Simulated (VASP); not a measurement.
# P (Cmmm) in VASP: further runs, part 3 of 3

VASP 6.6.1.

## Step 4: Single point, LDA (strain +0.0350 x Voigt [0, 0, 0, 0, 0, 1])

Contents of INCAR:

```
PREC = Accurate
ENCUT = 520
EDIFF = 1E-6
ISMEAR = 0
SIGMA = 0.15
LREAL = False
LASPH = True
NELM = 60
ALGO = Normal
ISIF = 2
LWAVE = False
LCHARG = True
GGA = CA
LELF = True
LVHAR = True
NBANDS = 8
```

Contents of KPOINTS:

```
regular mesh
0
Gamma
  12 12 12
```

Contents of POSCAR:

```
P
1.0
    4.2729048574      0.0747758350      0.0000000000
    0.0747758350      4.2729048574      0.0000000000
    0.0000000000      0.0000000000      4.3780000000
P
1
Direct
    0.0000000000      0.0000000000      0.0000000000
```

Potentials or basis: VASP PAW LDA potentials, release 64 (P).

The run is started by

```console
cat potpaw_LDA.64/P/POTCAR > POTCAR
mpirun -np 1 vasp_std > vasp.out
```

OUTCAR:

```text
PREC = Accurate
   ENCUT = 520
   EDIFF = 1E-6
   ISMEAR = 0
   LREAL = False
   LASPH = True
   NELM = 60
   ISIF = 2
   GGA = CA

 ion  position               nearest neighbor table
   1  0.000  0.000  0.000-

  LATTYP: Found a base centered orthorhombic cell.
 ALAT       =     5.9370510001
 B/A-ratio  =     1.0356234097
 C/A-ratio  =     0.7374031316

  Lattice vectors:

 A1 = (  -0.0747758350,  -4.2729048574,   0.0000000000)
 A2 = (   4.2729048574,   0.0747758350,   0.0000000000)
 A3 = (   0.0000000000,   0.0000000000,   4.3780000000)

Analysis of symmetry for initial positions (statically):
=====================================================================
 Subroutine PRICEL returns:
 Original cell was already a primitive cell.

 Routine SETGRP: Setting up the symmetry group for a
 base centered orthorhombic supercell.

 Subroutine GETGRP returns: Found  8 space group operations
 (whereof  8 operations were pure point group operations)
 out of a pool of  8 trial point group operations.

The static configuration has the point symmetry D_2h.

Analysis of symmetry for dynamics (positions and initial velocities):
=====================================================================
 Subroutine PRICEL returns:
 Original cell was already a primitive cell.

 Routine SETGRP: Setting up the symmetry group for a
 base centered orthorhombic supercell.

 Subroutine GETGRP returns: Found  8 space group operations
 (whereof  8 operations were pure point group operations)
 out of a pool of  8 trial point group operations.

The dynamic configuration has the point symmetry D_2h.

 Subroutine INISYM returns: Found  8 space group operations
 (whereof  8 operations are pure point group operations),
 and found     1 'primitive' translations

----------------------------------------------------------------------------------------

                                     Primitive cell

  volume of cell :      79.9078

  direct lattice vectors                    reciprocal lattice vectors
     4.272904857  0.074775835  0.000000000     0.234104521 -0.004096829  0.000000000
     0.074775835  4.272904857  0.000000000    -0.004096829  0.234104521  0.000000000
     0.000000000  0.000000000  4.378000000     0.000000000  0.000000000  0.228414801

  length of vectors
     4.273559096  4.273559096  4.378000000     0.234140365  0.234140365  0.228414801

  position of ions in fractional coordinates (direct lattice)
     0.000000000  0.000000000  0.000000000

  ion indices of the primitive-cell ions
   primitive index   ion index
                 1           1

----------------------------------------------------------------------------------------

 KPOINTS: regular mesh

Automatic generation of k-mesh.
 Grid dimensions read from file:
 generate k-points for:   12   12   12

 Generating k-lattice:

  Cartesian coordinates                     Fractional coordinates (reciprocal lattice)
     0.019508710 -0.000341402  0.000000000     0.083333333 -0.000000000  0.000000000
    -0.000341402  0.019508710  0.000000000    -0.000000000  0.083333333  0.000000000
     0.000000000  0.000000000  0.019034567     0.000000000  0.000000000  0.083333333

  Length of vectors
     0.019511697  0.019511697  0.019034567

  Shift w.r.t. Gamma in fractional coordinates (k-lattice)
     0.000000000  0.000000000  0.000000000

 Subroutine IBZKPT returns following result:
 ===========================================

 Found    301 irreducible k-points:

 Following reciprocal coordinates:
            Coordinates               Weight
  0.000000  0.000000  0.000000      1.000000
  0.083333 -0.000000  0.000000      4.000000
  0.166667 -0.000000  0.000000      4.000000
  0.250000 -0.000000  0.000000      4.000000
  0.333333  0.000000  0.000000      4.000000
  0.416667 -0.000000  0.000000      4.000000
[... 16 lines left out ...]
  0.500000  0.166667  0.000000      4.000000
 -0.416667  0.166667  0.000000      4.000000
 [... further k-points ...]
   k-points           NKPTS =    301   k-points in BZ     NKDIM =    301   number of bands    NBANDS=      8
   number of dos      NEDOS =    301   number of ions     NIONS =      1
   total plane-waves  NPLWV =  36864
   dimension x,y,z NGX =    32 NGY =   32 NGZ =   36
   dimension x,y,z NGXF=    64 NGYF=   64 NGZF=   72
   ions per type =               1
   NGX,Y,Z   is equivalent  to a cutoff of  12.45, 12.45, 13.67 a.u.
   NGXF,Y,Z  is equivalent  to a cutoff of  24.90, 24.90, 27.34 a.u.
 SYSTEM =  unknown system
   PREC   = accura    normal or accurate (medium, high low for compatibility)
   ISTART =      0    job   : 0-new  1-cont  2-samecut
   ICHARG =      2    charge: 1-file 2-atom 10-const
   ISPIN  =      1    spin polarized calculation?
   LNONCOLLINEAR =      F non collinear calculations
   LSORBIT =      F    spin-orbit coupling
   LASPH  =      T    aspherical Exc in radial PAW
   ENCUT  =  520.0 eV  38.22 Ry    6.18 a.u.   7.95  7.95  8.14*2*pi/ulx,y,z
   NELM   =     60;   NELMIN=  2; NELMDL= -5     # of ELM steps
   EDIFF  = 0.1E-05   stopping-criterion for ELM
   LREAL  =      F    real-space projection
   EDIFFG = 0.1E-04   stopping-criterion for IOM
   NSW    =      0    number of steps for IOM
   IBRION =     -1    ionic relax: 0-MD 1-quasi-New 2-CG
   NFREE  =      0    steps in history (QN), initial steepest desc. (CG)
   ISIF   =      2    stress and relaxation
   ISYM   =      2    0-nonsym 1-usesym 2-fastsym
   POTIM  = 0.5000    time-step for ionic-motion
   TEBEG  =    0.0;   TEEND  =   0.0 temperature during run
   PSTRESS=    0.0 pullay stress
   NELECT =       5.0000    total number of electrons
   NUPDOWN=      -1.0000    fix difference up-down
   EMIN   =  10.00;   EMAX   =-10.00  energy-range for DOS
   EFERMI =   0.00;   METHOD = LEGACY
   ISMEAR =     0;   SIGMA  =   0.15  broadening in eV -4-tet -1-fermi 0-gaus
   EFERMI_NEDOS =   21; number of points for ismear=-14 and -15
   IALGO  =     38    algorithm
   IMIX   =      4    mixing-type and parameters
     AMIX     =   0.40;   BMIX     =  1.00
     AMIX_MAG =   1.60;   BMIX_MAG =  1.00
  volume/ion in A,a.u.               =      79.91       539.24
  Fermi-wavevector in a.u.,A,eV,Ry     =   0.649933  1.228195  5.747273  0.422413
  Thomas-Fermi vector in A             =   1.719048
   LORBIT       =      0    0 simple, 1 ext, 2 COOP (PROOUT), +10 PAW based schemes
   GGA     = CA    functional components
   LHFCALC =     F    Hartree Fock is set to
   AEXX    =    0.0000 exact exchange contribution
   IVDW    =     0    specifies the selected vdW correction
   LEPSILON=     F    determine dielectric tensor
   LRPA    =     F    only Hartree local field effects (RPA)
 non-spin polarized calculation
 Gauss-broadening in eV      SIGMA  =   0.15
  energy-cutoff  :      520.00
  volume of cell :       79.91
 maximum number of plane-waves:      2188
   NGX = 15   NGY = 15   NGZ = 17

 number of electron       4.9999999 magnetization

 Free energy of the ion-electron system (eV)
  ---------------------------------------------------
  ext. energy  EPLUGINS =         0.00000000
  ---------------------------------------------------
  free energy    TOTEN  =        -1.27984508 eV

  energy without entropy =       -1.24222238  energy(sigma->0) =       -1.26103373

 E-fermi :  -3.2163     XC(G=0):  -5.3450

 val. band max:       -3.2204355877   @ k =  -0.4167   0.2500   0.0000
 cond. band min:      -3.2156231068   @ k =   0.4167   0.0833   0.2500
 fundamental gap:      0.0048124809
 Fermi energy:        -3.2162757878

 k-point     1 :       0.0000    0.0000    0.0000
  band No.  band energies     occupation
      1     -11.9187      2.00000
      2      -2.7610      0.00002
      3      -2.6701      0.00000
      4      -2.6354      0.00000
      5       1.1997      0.00000
      6       4.1537      0.00000
      7       4.2494      0.00000
      8       8.8298      0.00000
[... 243 lines left out ...]
 k-point    24 :      -0.4167    0.1667    0.0000
  band No.  band energies     occupation
      1     -11.7173      2.00000
      2      -3.9221      2.00000
      3      -2.8948      0.00244
      4      -2.5818      0.00000
      5       3.2184      0.00000
      6       4.0779      0.00000
      7       5.2824      0.00000
      8       6.2926      0.00000

 [... further k-points ...]

------------------------ aborting loop because EDIFF is reached ----------------------------------------

  FORCE on cell =-STRESS in cart. coord.  units (eV):
  Direction    XX          YY          ZZ          XY          YZ          ZX
  --------------------------------------------------------------------------------------
  -------------------------------------------------------------------------------------
  Total       -2.1257566     -2.1257566     -1.9155951     -0.0727205      0.0000000      0.0000000
  in kB      -42.6221088    -42.6221088    -38.4083024     -1.4580699      0.0000000      0.0000000
  external PRESSURE =     -41.2175067 kB  Pullay stress =       0.0000000 kB

 VOLUME and BASIS-vectors are now :
 -----------------------------------------------------------------------------
  energy-cutoff  :      520.00
  volume of cell :       79.91
      direct lattice vectors                 reciprocal lattice vectors
     4.272904857  0.074775835  0.000000000     0.234104521 -0.004096829  0.000000000
     0.074775835  4.272904857  0.000000000    -0.004096829  0.234104521  0.000000000
     0.000000000  0.000000000  4.378000000     0.000000000  0.000000000  0.228414801

 POSITION                                       TOTAL-FORCE (eV/Angst)
 -----------------------------------------------------------------------------------
      0.00000      0.00000      0.00000         0.000000      0.000000      0.000000
 -----------------------------------------------------------------------------------
    total drift:                               -0.000000      0.000000      0.000000

  FREE ENERGIE OF THE ION-ELECTRON SYSTEM (eV)
  ---------------------------------------------------
  free  energy   TOTEN  =        -1.2798450810 eV

  energy  without entropy=       -1.2422223751  energy(sigma->0) =       -1.26103373
```

OSZICAR:

```text
N       E                     dE             d eps       ncg     rms          rms(c)
DAV:   1     0.779092279280E+01    0.77909E+01   -0.12780E+03  4816   0.357E+02
DAV:   2    -0.841164920606E+00   -0.86321E+01   -0.84742E+01  6520   0.453E+01
DAV:   3    -0.130617340986E+01   -0.46501E+00   -0.44221E+00  6000   0.108E+01
DAV:   4    -0.131057934426E+01   -0.44059E-02   -0.43989E-02  8256   0.121E+00
DAV:   5    -0.131059145643E+01   -0.12112E-04   -0.12111E-04  6816   0.404E-02    0.647E-01
DAV:   6    -0.128535152613E+01    0.25240E-01   -0.43129E-02  6296   0.726E-01    0.311E-01
DAV:   7    -0.127937673751E+01    0.59748E-02   -0.32100E-02  6040   0.648E-01    0.157E-01
DAV:   8    -0.127982084731E+01   -0.44411E-03   -0.37250E-04  6800   0.976E-02    0.318E-02
DAV:   9    -0.127982623032E+01   -0.53830E-05   -0.77377E-06  7752   0.131E-02    0.914E-03
DAV:  10    -0.127984435461E+01   -0.18124E-04   -0.97935E-06  5608   0.122E-02    0.161E-03
DAV:  11    -0.127984508104E+01   -0.72643E-06   -0.85714E-07  6592   0.327E-03
   1 F= -.12798451E+01 E0= -.12610337E+01  d E =-.376227E-01
```

Wall time 62 s (1 thread of Intel Xeon Platinum 8488C (Sapphire Rapids), shared host); peak memory 0.27 GiB.

Results:

| Property | Result |
| --- | --- |
| Free energy | -1.2798 eV |
| Pressure | -4.1 GPa |
| Band gap on the k mesh | zero (an odd number of electrons rules out a gap without spin polarisation) |

Stress tensor (GPa, compression positive):
```
-4.26 -0.15  0.00
-0.15 -4.26  0.00
 0.00  0.00 -3.84
```

Levels at points of the mesh, in eV from the Fermi level:
| k point | band 1 | band 2 | band 3 | band 4 | band 5 |
| --- | --- | --- | --- | --- | --- |
| (0.00, 0.00, 0.00) | -8.70 | 0.46 | 0.55 | 0.58 | 4.42 |
| (0.50, 0.00, 0.00) | -8.53 | -0.85 | 0.61 | 0.71 | 6.35 |
| (0.50, 0.50, 0.00) | -8.37 | -0.57 | -0.50 | 0.75 | 5.68 |
| (0.00, 0.00, 0.50) | -8.56 | -0.80 | 0.67 | 0.70 | 6.33 |
| (0.50, 0.00, 0.50) | -8.40 | -0.58 | -0.49 | 0.82 | 5.66 |
| (0.50, 0.50, 0.50) | -8.25 | -0.35 | -0.29 | -0.23 | 6.73 |

Caveat: the cell differs from its parent crystal (strain +0.0350 x Voigt [0, 0, 0, 0, 0, 1]); the cell stands under tension; the atoms stand far beyond bonding distance, and open shells without spin polarisation read as a metal.

## Step 5: Summary

```csv
cell,gap on the mesh (eV),pressure (GPa)
"a = 4.274, b = 4.274, c = 4.378 Å, angles 90.0, 90.0, 92.3°, 1 atom",none,-4.1
"a = 4.273, b = 4.273, c = 4.378 Å, angles 90.0, 90.0, 88.3°, 1 atom",none,-4.1
"a = 4.274, b = 4.274, c = 4.378 Å, angles 90.0, 90.0, 88.0°, 1 atom",none,-4.1
```

Alike in all rows: task single point; level LDA; potentials or basis VASP PAW LDA potentials, release 64 (P); no spin polarisation; k mesh 12 × 12 × 12; cutoff (eV) 520; smearing gaussian 0.15 eV.

Caveats: the cell stands under tension; the atoms stand far beyond bonding distance, and open shells without spin polarisation read as a metal.

Total energies depend on the potentials used, so only differences within one code and one set of settings carry meaning.
